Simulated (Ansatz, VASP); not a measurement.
## One calculation of NbAl2F3, two programs

```xyz
6
Lattice="5.4730 0.0000 0.0000 -2.7365 4.7398 0.0000 0.0000 0.0000 3.0130" Properties=species:S:1:pos:R:3 pbc="T T T"
Al    0.0000    3.1599    0.0000
Al    2.7365    1.5799    0.0000
Nb    0.0000    0.0000    0.0000
F     2.7365    0.0000    1.5065
F     1.3683    2.3699    1.5065
F    -1.3683    2.3699    1.5065
```

Change from the starting cell: species swapped into the GdB2Ru3 type (P6/mmm, No. 191).

Alike in both runs: task single point; functional PBE; k mesh 6 × 6 × 6; occupations gaussian, width 0.1 eV; no spin polarisation.

```csv
,VASP,Ansatz
version,VASP 6.6.1,Ansatz 0.2.0
potentials or method,"VASP PAW PBE potentials, release 64 (Al, Nb_sv, F), cutoff 520 eV","scalar-relativistic, plane waves, PAW"
valence electrons in the cell,40,40
```

|  | VASP | Ansatz | Ansatz less VASP |
| --- | --- | --- | --- |
| gap on the k mesh at the Fermi level (eV) | none | none | - |
| pressure (GPa) | 8.0 | 8.3 | +0.29 |
| traceless stress, the component that is largest in VASP (GPa) | 13.29 | 13.31 | +0.019 |

A gap of «none» marks a metal or a gap that the smearing closes. The functional is the same, so the differences come from potentials, cutoffs and numerics.
